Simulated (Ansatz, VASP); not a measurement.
**Hf in VASP and in Ansatz**

```xyz
1
Lattice="0.0000 2.0424 2.3088 2.0424 0.0000 2.3088 2.0424 2.0424 0.0000" Properties=species:S:1:pos:R:3 pbc="T T T"
Hf    0.0000    0.0000    0.0000
```

Change from the starting cell: strain -0.080 along x and y, +0.040 along z, atoms carried along.

Alike in both runs: task single point; functional r2SCAN; k mesh 18 × 18 × 18; occupations gaussian, width 0.15 eV; no spin polarisation.

|  | VASP | Ansatz |
| --- | --- | --- |
| version | VASP 6.6.1 | Ansatz 0.2.0 |
| potentials or method | VASP PAW PBE potentials, release 64 (Hf_pv), cutoff 520 eV | scalar-relativistic, plane waves, PAW |
| valence electrons in the cell | 10 | 26 |

Ansatz gave:

- gap on the k mesh at the Fermi level (eV): none
- pressure (GPa): 19.6
- traceless stress, the component that is largest in VASP (GPa): -4.28

Task: What did VASP give for the same quantities?

Result: gap on the k mesh at the Fermi level (eV): none; pressure (GPa): 19.2; traceless stress, the component that is largest in VASP (GPa): -4.35.

VASP's potentials were made for PBE, not for r2SCAN. A gap of «none» marks a metal or a gap that the smearing closes. VASP's potentials hold 10 valence electrons a cell and Ansatz's 26, so a difference there can come from the potentials and not from the codes.

Spin-orbit coupling is off throughout.
